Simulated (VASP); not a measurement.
Crystal: LiTlSe2.

```
Li Se Tl
1.0
     4.26392    0.00000    0.00000
     0.00000    4.26392    0.00000
     0.00000    0.00000    5.98025
Li Se Tl
1 2 1
Direct
  0.00000 0.00000 0.00000
  0.00000 0.50000 0.22921
  0.50000 0.00000 0.77079
  0.50000 0.50000 0.50000
```

Base run:

| Quantity | Value |
| --- | --- |
| Program | VASP 6.6.1 |
| Functional | r2SCAN |
| Potentials or basis | VASP PAW PBE potentials, release 64 (Li_sv, Se, Tl_d) |
| Cutoff | 520 eV |
| k mesh | 6 × 6 × 4 |
| Occupations | gaussian, width 0.01 eV |
| Spin | no spin polarisation |

Its results: band gap on the k mesh 0.71 eV; largest force 0.014 eV/Å.

Problem. The run is repeated on the same cell with these changes: functional from r2SCAN to PBE; occupations from gaussian, width 0.01 eV to fermi-dirac, width 0.02 eV. What comes out?

Solution. Band gap on the k mesh 0.43 eV; largest force 0.204 eV/Å.

Caveats: spin-orbit coupling is left out, which moves the levels of the heavy elements; the PAW data sets were made with another functional, which shifts forces and pressure a little (at least some runs).

A k mesh can miss the band edges.
